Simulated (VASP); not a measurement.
# SbSe3 (Pm-3m) in VASP: a series of runs

SbSe3 is run at these levels: PBE; tasks: single point, relaxation of cell and atoms.

Program: VASP 6.6.1. These are calculated values, not measurements. Logs are shortened: lines on timing, memory, paths and dates and some standing lists are left out, and cuts for length are marked.

### Step 1. The cell of the first run

Symmetry: Pm-3m, No. 221, cubic system. The conventional cell has a = 4.471 Å, b = 4.471 Å, c = 4.471 Å, α = 90.00°, β = 90.00°, γ = 90.00°. Within 4.2 Å of Sb (site symmetry m-3m) lie 12 Se at 3.16 Å. Se (site symmetry 4/mmm) has 4 Sb at 3.16 Å and 8 Se at 3.16 Å within 4.2 Å.

### Step 2. Single point, PBE

Contents of INCAR:

```
SYSTEM = SbSe3
PREC     = Accurate       ! precision mode
ENCUT    = 520            ! plane-wave cutoff, eV
EDIFF    = 1E-6           ! SCF threshold, eV
ISMEAR   = 0              ! smearing method
SIGMA    = 0.1            ! smearing width, eV
LREAL    = .False.        ! projectors in reciprocal space
LASPH    = .True.         ! aspherical terms in the spheres
NELM     = 80             ! most SCF steps
ALGO     = Normal         ! electronic algorithm
ISIF     = 2              ! what is computed and relaxed
LWAVE    = .False.        ! write WAVECAR
LCHARG   = .False.        ! write CHGCAR
GGA      = PE             ! functional
NBANDS   = 20             ! bands
```

Contents of KPOINTS:

```
Automatic mesh
0
Gamma
  10 10 10
  0 0 0
```

Contents of POSCAR:

```
SbSe3
1.0
    4.4705195139      0.0000000000      0.0000000000
    0.0000000000      4.4705195139      0.0000000000
    0.0000000000      0.0000000000      4.4705195139
Sb Se
1 3
Direct
    0.0000000000      0.0000000000      0.0000000000
    0.0000000000      0.5000000000      0.5000000000
    0.5000000000      0.0000000000      0.5000000000
    0.5000000000      0.5000000000      0.0000000000
```

Potentials or basis: VASP PAW PBE potentials, release 64 (Sb, Se).

Command:

```bash
cat potpaw_PBE.64/Sb/POTCAR potpaw_PBE.64/Se/POTCAR > POTCAR
mpirun -np 1 vasp_std > vasp.out
```

OUTCAR:

```text
SYSTEM = SbSe3
   PREC = Accurate
   ENCUT = 520
   EDIFF = 1E-6
   ISMEAR = 0
   LREAL = .False.
   LASPH = .True.
   NELM = 80
   ISIF = 2
   GGA = PE

 ion  position               nearest neighbor table
   1  0.000  0.000  0.000-   2 3.16   3 3.16   4 3.16   2 3.16   3 3.16   2 3.16   4 3.16   2 3.16
                             3 3.16   4 3.16   3 3.16   4 3.16
   2  0.000  0.500  0.500-   1 3.16   1 3.16   1 3.16   1 3.16
   3  0.500  0.000  0.500-   1 3.16   1 3.16   1 3.16   1 3.16
   4  0.500  0.500  0.000-   1 3.16   1 3.16   1 3.16   1 3.16

  LATTYP: Found a simple cubic cell.
 ALAT       =     4.4705195139

  Lattice vectors:

 A1 = (   4.4705195139,   0.0000000000,   0.0000000000)
 A2 = (   0.0000000000,   4.4705195139,   0.0000000000)
 A3 = (   0.0000000000,   0.0000000000,   4.4705195139)

Analysis of symmetry for initial positions (statically):
=====================================================================
 Subroutine PRICEL returns:
 Original cell was already a primitive cell.

 Routine SETGRP: Setting up the symmetry group for a
 simple cubic supercell.

 Subroutine GETGRP returns: Found 48 space group operations
 (whereof 48 operations were pure point group operations)
 out of a pool of 48 trial point group operations.

The static configuration has the point symmetry O_h .

Analysis of symmetry for dynamics (positions and initial velocities):
=====================================================================
 Subroutine PRICEL returns:
 Original cell was already a primitive cell.

 Routine SETGRP: Setting up the symmetry group for a
 simple cubic supercell.

 Subroutine GETGRP returns: Found 48 space group operations
 (whereof 48 operations were pure point group operations)
 out of a pool of 48 trial point group operations.

The dynamic configuration has the point symmetry O_h .

 Subroutine INISYM returns: Found 48 space group operations
 (whereof 48 operations are pure point group operations),
 and found     1 'primitive' translations

----------------------------------------------------------------------------------------

                                     Primitive cell

  volume of cell :      89.3458

  direct lattice vectors                    reciprocal lattice vectors
     4.470519514  0.000000000  0.000000000     0.223687649  0.000000000  0.000000000
     0.000000000  4.470519514  0.000000000     0.000000000  0.223687649  0.000000000
     0.000000000  0.000000000  4.470519514     0.000000000  0.000000000  0.223687649

  length of vectors
     4.470519514  4.470519514  4.470519514     0.223687649  0.223687649  0.223687649

  position of ions in fractional coordinates (direct lattice)
     0.000000000  0.000000000  0.000000000
     0.000000000  0.500000000  0.500000000
     0.500000000  0.000000000  0.500000000
     0.500000000  0.500000000  0.000000000

  ion indices of the primitive-cell ions
   primitive index   ion index
                 1           1
                 2           2
                 3           3
                 4           4

----------------------------------------------------------------------------------------

 KPOINTS: Automatic mesh

Automatic generation of k-mesh.
 Grid dimensions read from file:
 generate k-points for:   10   10   10

 Generating k-lattice:

  Cartesian coordinates                     Fractional coordinates (reciprocal lattice)
     0.022368765  0.000000000  0.000000000     0.100000000  0.000000000  0.000000000
     0.000000000  0.022368765  0.000000000     0.000000000  0.100000000  0.000000000
     0.000000000  0.000000000  0.022368765     0.000000000  0.000000000  0.100000000

  Length of vectors
     0.022368765  0.022368765  0.022368765

  Shift w.r.t. Gamma in fractional coordinates (k-lattice)
     0.000000000  0.000000000  0.000000000

 Subroutine IBZKPT returns following result:
 ===========================================

 Found     56 irreducible k-points:

 Following reciprocal coordinates:
            Coordinates               Weight
  0.000000  0.000000  0.000000      1.000000
  0.100000  0.000000  0.000000      6.000000
  0.200000  0.000000  0.000000      6.000000
  0.300000  0.000000  0.000000      6.000000
  0.400000  0.000000  0.000000      6.000000
  0.500000  0.000000  0.000000      3.000000
[... 16 lines left out ...]
  0.200000  0.100000  0.100000     24.000000
  0.300000  0.100000  0.100000     24.000000
 [... further k-points ...]
   k-points           NKPTS =     56   k-points in BZ     NKDIM =     56   number of bands    NBANDS=     20
   number of dos      NEDOS =    301   number of ions     NIONS =      4
   total plane-waves  NPLWV =  46656
   dimension x,y,z NGX =    36 NGY =   36 NGZ =   36
   dimension x,y,z NGXF=    72 NGYF=   72 NGZF=   72
   ions per type =               1   3
   NGX,Y,Z   is equivalent  to a cutoff of  13.39, 13.39, 13.39 a.u.
   NGXF,Y,Z  is equivalent  to a cutoff of  26.77, 26.77, 26.77 a.u.
 SYSTEM =  SbSe3
   PREC   = accura    normal or accurate (medium, high low for compatibility)
   ISTART =      0    job   : 0-new  1-cont  2-samecut
   ICHARG =      2    charge: 1-file 2-atom 10-const
   ISPIN  =      1    spin polarized calculation?
   LNONCOLLINEAR =      F non collinear calculations
   LSORBIT =      F    spin-orbit coupling
   LASPH  =      T    aspherical Exc in radial PAW
   ENCUT  =  520.0 eV  38.22 Ry    6.18 a.u.   8.31  8.31  8.31*2*pi/ulx,y,z
   NELM   =     80;   NELMIN=  2; NELMDL= -5     # of ELM steps
   EDIFF  = 0.1E-05   stopping-criterion for ELM
   LREAL  =      F    real-space projection
   EDIFFG = 0.1E-04   stopping-criterion for IOM
   NSW    =      0    number of steps for IOM
   IBRION =     -1    ionic relax: 0-MD 1-quasi-New 2-CG
   NFREE  =      0    steps in history (QN), initial steepest desc. (CG)
   ISIF   =      2    stress and relaxation
   ISYM   =      2    0-nonsym 1-usesym 2-fastsym
   POTIM  = 0.5000    time-step for ionic-motion
   TEBEG  =    0.0;   TEEND  =   0.0 temperature during run
   PSTRESS=    0.0 pullay stress
   NELECT =      23.0000    total number of electrons
   NUPDOWN=      -1.0000    fix difference up-down
   EMIN   =  10.00;   EMAX   =-10.00  energy-range for DOS
   EFERMI =   0.00;   METHOD = LEGACY
   ISMEAR =     0;   SIGMA  =   0.10  broadening in eV -4-tet -1-fermi 0-gaus
   EFERMI_NEDOS =   21; number of points for ismear=-14 and -15
   IALGO  =     38    algorithm
   IMIX   =      4    mixing-type and parameters
     AMIX     =   0.40;   BMIX     =  1.00
     AMIX_MAG =   1.60;   BMIX_MAG =  1.00
  volume/ion in A,a.u.               =      22.34       150.73
  Fermi-wavevector in a.u.,A,eV,Ry     =   1.041420  1.967999 14.756289  1.084557
  Thomas-Fermi vector in A             =   2.176040
   LORBIT       =      0    0 simple, 1 ext, 2 COOP (PROOUT), +10 PAW based schemes
   GGA     = PE    functional components
   LHFCALC =     F    Hartree Fock is set to
   AEXX    =    0.0000 exact exchange contribution
   IVDW    =     0    specifies the selected vdW correction
   LEPSILON=     F    determine dielectric tensor
   LRPA    =     F    only Hartree local field effects (RPA)
 non-spin polarized calculation
 Gauss-broadening in eV      SIGMA  =   0.10
  energy-cutoff  :      520.00
  volume of cell :       89.35
 maximum number of plane-waves:      2469
 NGX is ok and might be reduce to    36
   NGX = 17   NGY = 17   NGZ = 17

 number of electron      22.9999999 magnetization

 Free energy of the ion-electron system (eV)
  ---------------------------------------------------
  ext. energy  EPLUGINS =         0.00000000
  ---------------------------------------------------
  free energy    TOTEN  =       -12.69508982 eV

  energy without entropy =      -12.67314813  energy(sigma->0) =      -12.68411897

 E-fermi :   6.1573     XC(G=0): -10.3973

 val. band max:        6.1498209498   @ k =   0.3000   0.0000   0.0000
 cond. band min:       6.1670299912   @ k =   0.4000   0.2000   0.2000
 fundamental gap:      0.0172090414
 Fermi energy:         6.1573196274

 k-point     1 :       0.0000    0.0000    0.0000
  band No.  band energies     occupation
      1      -9.1082      2.00000
      2      -5.5515      2.00000
      3      -5.5515      2.00000
      4      -1.8695      2.00000
      5       0.6968      2.00000
      6       0.6968      2.00000
[... 12 lines left out ...]
     19      11.6645      0.00000
     20      11.8118      0.00000

 k-point     2 :       0.1000    0.0000    0.0000
  band No.  band energies     occupation
      1      -9.0489      2.00000
      2      -5.6719      2.00000
      3      -5.5428      2.00000
      4      -2.0264      2.00000
      5       0.7673      2.00000
      6       0.7673      2.00000
[... 12 lines left out ...]
     19      11.8789      0.00000
     20      11.9700      0.00000

 k-point     3 :       0.2000    0.0000    0.0000
  band No.  band energies     occupation
      1      -8.8732      2.00000
      2      -6.0114      2.00000
      3      -5.5196      2.00000
      4      -2.2858      2.00000
      5       0.9777      2.00000
      6       0.9777      2.00000
[... 12 lines left out ...]
     19      12.0802      0.00000
     20      12.8536      0.00000

 k-point     4 :       0.3000    0.0000    0.0000
  band No.  band energies     occupation
      1      -8.5893      2.00000
      2      -6.4993      2.00000
      3      -5.4906      2.00000
      4      -2.4586      2.00000
      5       1.3235      2.00000
      6       1.3235      2.00000
[... 12 lines left out ...]
     19      12.8947      0.00000
     20      14.1032      0.00000

 k-point     5 :       0.4000    0.0000    0.0000
  band No.  band energies     occupation
      1      -8.2227      2.00000
      2      -7.0279      2.00000
      3      -5.4666      2.00000
      4      -2.5370      2.00000
      5       1.7942      2.00000
      6       1.7942      2.00000
[... 12 lines left out ...]
     19      14.1141      0.00000
     20      14.2131      0.00000
[... 353 lines left out ...]
      6       2.3610      2.00000
[... 12 lines left out ...]
     19      14.6926      0.00000
     20      14.8670      0.00000

 k-point    22 :       0.1000    0.1000    0.1000
  band No.  band energies     occupation
      1      -8.9314      2.00000
      2      -5.7053      2.00000
      3      -5.7053      2.00000
      4      -2.2953      2.00000
      5       1.0628      2.00000
      6       1.0628      2.00000
[... 12 lines left out ...]
     19      11.9771      0.00000
     20      12.8026      0.00000

 k-point    23 :       0.2000    0.1000    0.1000
  band No.  band energies     occupation
      1      -8.7581      2.00000
      2      -6.0083      2.00000
      3      -5.6753      2.00000
      4      -2.5204      2.00000
      5       1.2155      2.00000
      6       1.3030      2.00000
[... 12 lines left out ...]
     19      12.4459      0.00000
     20      13.0847      0.00000

 k-point    24 :       0.3000    0.1000    0.1000
  band No.  band energies     occupation
      1      -8.4784      2.00000
      2      -6.4590      2.00000
      3      -5.6374      2.00000
      4      -2.6733      2.00000
      5       1.4500      2.00000
      6       1.5133      2.00000
[... 12 lines left out ...]
     19      13.4052      0.00000
     20      13.5346      0.00000

 [... further k-points ...]
[... 5 lines left out ...]
  --------------------------------------------------------------------------------------
  -------------------------------------------------------------------------------------
  Total       -0.0764886     -0.0764886     -0.0764886     -0.0000000     -0.0000000     -0.0000000
  in kB       -1.3716183     -1.3716183     -1.3716183     -0.0000000     -0.0000000     -0.0000000
  external PRESSURE =      -1.3716183 kB  Pullay stress =       0.0000000 kB

 VOLUME and BASIS-vectors are now :
 -----------------------------------------------------------------------------
  energy-cutoff  :      520.00
  volume of cell :       89.35
      direct lattice vectors                 reciprocal lattice vectors
     4.470519514  0.000000000  0.000000000     0.223687649  0.000000000  0.000000000
     0.000000000  4.470519514  0.000000000     0.000000000  0.223687649  0.000000000
     0.000000000  0.000000000  4.470519514     0.000000000  0.000000000  0.223687649

 POSITION                                       TOTAL-FORCE (eV/Angst)
 -----------------------------------------------------------------------------------
      0.00000      0.00000      0.00000         0.000000      0.000000      0.000000
      0.00000      2.23526      2.23526         0.000000      0.000000      0.000000
      2.23526      0.00000      2.23526         0.000000      0.000000      0.000000
      2.23526      2.23526      0.00000         0.000000      0.000000      0.000000
 -----------------------------------------------------------------------------------
    total drift:                                0.000000      0.000000      0.000000

  FREE ENERGIE OF THE ION-ELECTRON SYSTEM (eV)
  ---------------------------------------------------
  free  energy   TOTEN  =       -12.6950898219 eV

  energy  without entropy=      -12.6731481271  energy(sigma->0) =      -12.68411897
```

It took 26 s on 1 thread of Intel Xeon 6975P-C (Granite Rapids), shared host; peak memory 0.25 GiB.

Results:

```yaml
Free_energy: -12.6951 eV
Pressure: -0.1 GPa
```

Caveat: spin-orbit coupling is left out, which moves the levels of the heavy elements.

(Part 1 of 2 ends here.)
